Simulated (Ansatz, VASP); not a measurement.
## Sn in VASP and in Ansatz

The input INCAR:

```
PREC = Accurate
ENCUT = 520
EDIFF = 1E-6
ISMEAR = 0
SIGMA = 0.1
LREAL = False
LASPH = True
NELM = 60
ALGO = Normal
ISIF = 2
LWAVE = False
LCHARG = False
GGA = PE
NBANDS = 36
```

File KPOINTS:

```
Automatic mesh
0
Gamma
  6 6 4
```

POSCAR

```
Sn
1.0
    4.4782619165      0.0000000000      0.0000000000
   -2.2391309582      3.8782885845      0.0000000000
    0.0000000000      0.0000000000      7.3853466681
Sn
4
Direct
    0.6666666667      0.3333333333      0.0627911807
    0.3333333333      0.6666666667      0.5627911807
    0.6666666667      0.3333333333      0.4372088193
    0.3333333333      0.6666666667      0.9372088193
```

Input for Ansatz:

```yaml
crystal:
  lattice:
    - [4.4782619153, 0.0, 0.0]
    - [-2.2391309577, 3.8782885834, 0.0]
    - [0.0, 0.0, 7.3853466719]
  atoms:
    - { symbol: Sn, position: [0.6666666667, 0.3333333333, 0.0627911807] }
    - { symbol: Sn, position: [0.3333333333, 0.6666666667, 0.5627911807] }
    - { symbol: Sn, position: [0.6666666667, 0.3333333333, 0.4372088193] }
    - { symbol: Sn, position: [0.3333333333, 0.6666666667, 0.9372088193] }
basis:
  ecutwfc: 420
kpoints:
  mp_grid: { grid: [6, 6, 4] }
hamiltonian:
  xc: pbe
scf:
  occupations: { method: gaussian, width: 0.1 }
output:
  forces: true
  stress: true
  eigenvalues: true
```

Alike in both runs: task single point; functional PBE; k mesh 6 × 6 × 4; occupations gaussian, width 0.1 eV; no spin polarisation.

|  | VASP | Ansatz |
| --- | --- | --- |
| version | VASP 6.6.1 | Ansatz 0.2.0 |
| potentials or method | VASP PAW PBE potentials, release 64 (Sn_d), cutoff 520 eV | scalar-relativistic, plane waves, PAW |
| valence electrons in the cell | 56 | 56 |

Ansatz gave:

* gap on the k mesh at the Fermi level (eV): 0.12
* least direct gap on the mesh (eV): 0.23
* pressure (GPa): 7.0
* traceless stress, the component that is largest in VASP (GPa): -0.41
* rms of the force components (eV/Å): 0.035

Q: Which values does VASP return?

A: gap on the k mesh at the Fermi level (eV): 0.12; least direct gap on the mesh (eV): 0.23; pressure (GPa): 6.9; traceless stress, the component that is largest in VASP (GPa): -0.41; rms of the force components (eV/Å): 0.035.

Atom by atom the forces differ by 0.000 eV/Å (rms over components).
